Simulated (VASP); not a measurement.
A run of VASP 6.6.1:

The input INCAR:

```
PREC = Accurate ; ENCUT = 520
EDIFF = 1E-6 ; ISMEAR = -1
SIGMA = 0.05 ; LREAL = F
LASPH = T ; NELM = 150
ALGO = Normal ; ISIF = 2
LWAVE = F ; LCHARG = F
ISPIN = 2 ; MAGMOM = 0.35
LORBIT = 11 ; NUPDOWN = 0.35
LMAXMIX = 4 ; GGA = PE
NBANDS = 16
```

The input KPOINTS:

```
regular mesh
0
Gamma
  12 12 12
```

File POSCAR:

```
Ta
1.0
   -1.6512800000      1.6512800000      1.6512800000
    1.6512800000     -1.6512800000      1.6512800000
    1.6512800000      1.6512800000     -1.6512800000
Ta
1
Direct
    0.0000000000      0.0000000000      0.0000000000
```

Potentials or basis: VASP PAW PBE potentials, release 64 (Ta_pv).

Command:

```sh
$ cat potpaw_PBE.64/Ta_pv/POTCAR > POTCAR
$ mpirun -np 1 vasp_std > vasp.out
```

Hardware: 1 thread of Intel(R) Xeon(R) 6975P-C (Granite Rapids), with other jobs on the host.

**Question.** How long does it take, and how much memory?

**Answer.** It took 15 s on 1 thread of Intel(R) Xeon(R) 6975P-C (Granite Rapids), with other jobs on the host, peak memory 0.17 GiB. Counts: scf iterations 13, k points 72.
